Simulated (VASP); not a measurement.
# C (Fd-3m) in VASP: a series of runs, part 3 of 3

VASP 6.6.1. The steps go on from the part before.

### Step 6. Electric field gradients, LDA (volume scaled by 0.99)

The input, INCAR:

```
SYSTEM = C
  PREC = Accurate
  ENCUT = 520
  EDIFF = 1E-8
  ISMEAR = -1
  SIGMA = 0.03
  LREAL = .False.
  LASPH = .True.
  NELM = 60
  ALGO = Normal
  ISIF = 2
  LWAVE = .False.
  LCHARG = .False.
  LEFG = .True.
  NBANDS = 11
```

The input, KPOINTS:

```
regular mesh
0
Gamma
  16 16 16
  0 0 0
```

The input, POSCAR:

```
C
1.0
    0.0000000000      1.7774354070      1.7774354070
    1.7774354070      0.0000000000      1.7774354070
    1.7774354070      1.7774354070      0.0000000000
C
2
Direct
    0.5000000000      0.5000000000      0.5000000000
    0.7500000000      0.7500000000      0.7500000000
```

Potentials or basis: VASP PAW LDA potentials, release 64 (C).

Started as:

```bash
cat potpaw_LDA.64/C/POTCAR > POTCAR
mpirun -np 1 vasp_std > vasp.out
```

OUTCAR:

```text
SYSTEM = C
   PREC = Accurate
   ENCUT = 520
   EDIFF = 1E-8
   ISMEAR = -1
   LREAL = .False.
   LASPH = .True.
   NELM = 60
   ISIF = 2

 ion  position               nearest neighbor table
   1  0.500  0.500  0.500-   2 1.54   2 1.54   2 1.54   2 1.54
   2  0.750  0.750  0.750-   1 1.54   1 1.54   1 1.54   1 1.54

  LATTYP: Found a face centered cubic cell.
 ALAT       =     3.5548708140

  Lattice vectors:

 A1 = (   0.0000000000,   1.7774354070,   1.7774354070)
 A2 = (   1.7774354070,   0.0000000000,   1.7774354070)
 A3 = (   1.7774354070,   1.7774354070,   0.0000000000)

Analysis of symmetry for initial positions (statically):
=====================================================================
 Subroutine PRICEL returns:
 Original cell was already a primitive cell.

 Routine SETGRP: Setting up the symmetry group for a
 face centered cubic supercell.

 Subroutine GETGRP returns: Found 48 space group operations
 (whereof 24 operations were pure point group operations)
 out of a pool of 48 trial point group operations.

The static configuration has the point symmetry T_d .
 The point group associated with its full space group is O_h .

Analysis of symmetry for dynamics (positions and initial velocities):
=====================================================================
 Subroutine PRICEL returns:
 Original cell was already a primitive cell.

 Routine SETGRP: Setting up the symmetry group for a
 face centered cubic supercell.

 Subroutine GETGRP returns: Found 48 space group operations
 (whereof 24 operations were pure point group operations)
 out of a pool of 48 trial point group operations.

The dynamic configuration has the point symmetry T_d .
 The point group associated with its full space group is O_h .

 Subroutine INISYM returns: Found 48 space group operations
 (whereof 24 operations are pure point group operations),
 and found     1 'primitive' translations

----------------------------------------------------------------------------------------

                                     Primitive cell

  volume of cell :      11.2308

  direct lattice vectors                    reciprocal lattice vectors
     0.000000000  1.777435407  1.777435407    -0.281304175  0.281304175  0.281304175
     1.777435407  0.000000000  1.777435407     0.281304175 -0.281304175  0.281304175
     1.777435407  1.777435407  0.000000000     0.281304175  0.281304175 -0.281304175

  length of vectors
     2.513673259  2.513673259  2.513673259     0.487233123  0.487233123  0.487233123

  position of ions in fractional coordinates (direct lattice)
     0.500000000  0.500000000  0.500000000
     0.750000000  0.750000000  0.750000000

  ion indices of the primitive-cell ions
   primitive index   ion index
                 1           1
                 2           2

----------------------------------------------------------------------------------------

 KPOINTS: regular mesh

Automatic generation of k-mesh.
 Grid dimensions read from file:
 generate k-points for:   16   16   16

 Generating k-lattice:
[... 79 lines left out ...]
   IALGO  =     38    algorithm
   IMIX   =      4    mixing-type and parameters
     AMIX     =   0.40;   BMIX     =  1.00
     AMIX_MAG =   1.60;   BMIX_MAG =  1.00
  volume/ion in A,a.u.               =       5.62        37.89
  Fermi-wavevector in a.u.,A,eV,Ry     =   1.462068  2.762909 29.084409  2.137644
  Thomas-Fermi vector in A             =   2.578325
   LORBIT       =      0    0 simple, 1 ext, 2 COOP (PROOUT), +10 PAW based schemes
   GGA     = CA    functional components
   LHFCALC =     F    Hartree Fock is set to
   AEXX    =    0.0000 exact exchange contribution
   IVDW    =     0    specifies the selected vdW correction
   LEPSILON=     F    determine dielectric tensor
   LRPA    =     F    only Hartree local field effects (RPA)
 non-spin polarized calculation
  energy-cutoff  :      520.00
  volume of cell :       11.23
 maximum number of plane-waves:       314
   NGX =  9   NGY =  9   NGZ =  9

 number of electron       7.9999999 magnetization

 Free energy of the ion-electron system (eV)
  ---------------------------------------------------
  ext. energy  EPLUGINS =         0.00000000
  ---------------------------------------------------
  free energy    TOTEN  =       -20.24171323 eV

  energy without entropy =      -20.24171323  energy(sigma->0) =      -20.24171323

 E-fermi :  10.4067     XC(G=0): -13.5480

 val. band max:        9.8706484065   @ k =   0.0000   0.0000   0.0000
 cond. band min:      13.9939767247   @ k =   0.3750   0.3750   0.0000
 fundamental gap:      4.1233283183
 Fermi energy:        10.4067420753

 k-point     1 :       0.0000    0.0000    0.0000
  band No.  band energies     occupation
      1     -11.5817      2.00000
      2       9.8706      2.00000
      3       9.8706      2.00000
      4       9.8706      2.00000
      5      15.4413      0.00000
      6      15.4413      0.00000
      7      15.4413      0.00000
      8      23.6563      0.00000
      9      29.0058      0.00000
     10      36.6125      0.00000
     11      36.6125      0.00000
[... 309 lines left out ...]
 k-point    24 :      -0.0625    0.0625    0.0000
  band No.  band energies     occupation
      1     -11.2916      2.00000
      2       8.4587      2.00000
      3       8.7873      2.00000
      4       9.6904      2.00000
      5      15.7346      0.00000
      6      16.2696      0.00000
      7      16.5666      0.00000
      8      23.8093      0.00000
      9      29.4630      0.00000
     10      33.0568      0.00000
     11      34.3518      0.00000

 [... further k-points ...]

------------------------ aborting loop because EDIFF is reached ----------------------------------------

  FORCE on cell =-STRESS in cart. coord.  units (eV):
  Direction    XX          YY          ZZ          XY          YZ          ZX
  --------------------------------------------------------------------------------------
  -------------------------------------------------------------------------------------
  Total       -0.5125728     -0.5125728     -0.5125728     -0.0000000     -0.0000000      0.0000000
  in kB      -73.1231097    -73.1231097    -73.1231097     -0.0000000     -0.0000000      0.0000000
  external PRESSURE =     -73.1231097 kB  Pullay stress =       0.0000000 kB

 VOLUME and BASIS-vectors are now :
 -----------------------------------------------------------------------------
  energy-cutoff  :      520.00
  volume of cell :       11.23
      direct lattice vectors                 reciprocal lattice vectors
     0.000000000  1.777435407  1.777435407    -0.281304175  0.281304175  0.281304175
     1.777435407  0.000000000  1.777435407     0.281304175 -0.281304175  0.281304175
     1.777435407  1.777435407  0.000000000     0.281304175  0.281304175 -0.281304175

 POSITION                                       TOTAL-FORCE (eV/Angst)
 -----------------------------------------------------------------------------------
      1.77744      1.77744      1.77744        -0.000000     -0.000000     -0.000000
      2.66615      2.66615      2.66615         0.000000      0.000000      0.000000
 -----------------------------------------------------------------------------------
    total drift:                                0.000000     -0.000000      0.000000

  FREE ENERGIE OF THE ION-ELECTRON SYSTEM (eV)
  ---------------------------------------------------
  free  energy   TOTEN  =       -20.2417132261 eV

  energy  without entropy=      -20.2417132261  energy(sigma->0) =      -20.24171323

 Electric field gradients (V/A^2)
---------------------------------------------------------------------
 ion       V_xx      V_yy      V_zz      V_xy      V_xz      V_yz
---------------------------------------------------------------------
   1       0.000    -0.000     0.000    -0.000    -0.000    -0.000
   2      -0.000    -0.000     0.000    -0.000    -0.000    -0.000
---------------------------------------------------------------------

 Electric field gradients after diagonalization (V/A^2)
 (convention: |V_zz| > |V_xx| > |V_yy|)
----------------------------------------------------------------------
 ion       V_xx      V_yy      V_zz     asymmetry (V_yy - V_xx)/ V_zz
----------------------------------------------------------------------
   1       0.000     0.000    -0.000       0.000
   2       0.000     0.000    -0.000       0.000
----------------------------------------------------------------------

           NMR quadrupolar parameters

 Cq : quadrupolar parameter    Cq=e*Q*V_zz/h
 eta: asymmetry parameters     (V_yy - V_xx)/ V_zz
 Q  : nuclear electric quadrupole moment in mb (millibarn)
----------------------------------------------------------------------
 ion       Cq(MHz)       eta       Q (mb)
----------------------------------------------------------------------
   1      -0.000       0.000       1.000
   2      -0.000       0.000       1.000
----------------------------------------------------------------------
```

stdout:

```text
POSCAR found type information on POSCAR C
 POSCAR found :  1 types and       2 ions
 scaLAPACK will be used
 LDA part: xc-table for (Slater(with rela. corr.)+CA(PZ))
 , standard interpolation
 POSCAR, INCAR and KPOINTS ok, starting setup
 FFT: planning ... GRIDC
 FFT: planning ... GRID_SOFT
 FFT: planning ... GRID
 WAVECAR not read
 entering main loop
ion   1

ion   2
```

Wall time 14 s (1 thread of Intel Xeon 6975P-C, shared host); peak memory 0.12 GiB.

What came out:

```yaml
Free_energy: -20.2417 eV
Pressure: -7.3 GPa
Band_gap_on_the_k_mesh: 4.12 eV, indirect (least direct gap 5.57 eV)
```

Levels at points of the mesh, in eV from the valence-band top:
```
           k point  band 2  band 3  band 4  band 5  band 6  band 7
(0.00, 0.00, 0.00)    0.00    0.00    0.00    5.57    5.57    5.57
(0.50, 0.00, 0.00)  -13.47   -2.81   -2.81    8.43    8.43    9.15
(0.50, 0.50, 0.00)  -12.68   -6.35   -6.35    4.73    4.73   16.78
```

Caveat: without QUAD_EFG the Cq values of the log hold for a quadrupole moment of 1 mb, not for the nuclei.

### Step 7. Overview

| cell | gap on the mesh (eV) | pressure (GPa) |
| --- | --- | --- |
| a = 2.522 Å, angles 60.0°, 2 atoms | 4.10 | -11.7 |
| a = 2.530 Å, angles 60.0°, 2 atoms | 4.08 | -15.8 |
| a = 2.514 Å, angles 60.0°, 2 atoms | 4.12 | -7.3 |

Alike in all rows: task electric field gradients; level LDA; potentials or basis VASP PAW LDA potentials, release 64 (C); no spin polarisation; k mesh 16 × 16 × 16; cutoff (eV) 520; smearing fermi-dirac 0.03 eV.

Total energies depend on the potentials used, so only differences within one code and one set of settings carry meaning.
